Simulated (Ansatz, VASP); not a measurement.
## Two plane-wave programs on MoP

```
Mo P
1.0
     3.17414    0.00000    0.00000
     0.00000    5.55336    0.00000
     0.00000    0.00000   24.61870
Mo P
7 7
Direct
  0.00000 0.50000 0.30465
  0.00000 0.00000 0.36976
  0.00000 0.50000 0.43488
  0.00000 0.00000 0.50000
  0.00000 0.50000 0.56512
  0.00000 0.00000 0.63024
  0.00000 0.50000 0.69535
  0.50000 0.16667 0.30465
  0.50000 0.66667 0.36976
  0.50000 0.16667 0.43488
  0.50000 0.66667 0.50000
  0.50000 0.16667 0.56512
  0.50000 0.66667 0.63024
  0.50000 0.16667 0.69535
```

Alike in both runs: task single point; functional PBEsol; k mesh 11 × 6 × 1; occupations gaussian, width 0.1 eV; no spin polarisation.

|  | VASP | Ansatz |
| --- | --- | --- |
| version | VASP 6.6.1 | Ansatz 0.2.0 |
| potentials or method | VASP PAW PBE potentials, release 64 (Mo_sv, P), cutoff 400 eV | scalar-relativistic, plane waves, PAW |
| valence electrons in the cell | 133 | 133 |

|  | VASP | Ansatz | Ansatz less VASP |
| --- | --- | --- | --- |
| gap on the k mesh at the Fermi level (eV) | none | none | - |
| rms of the force components (eV/Å) | 0.593 | 0.596 | +0.0034 |
| work function, face that differs most (eV) | 4.25 | 4.25 | +0.003 |

VASP's potentials were made for PBE, not for PBEsol. A gap of «none» marks a metal or a gap that the smearing closes. Ansatz's warnings: xc potential rough in thin density.
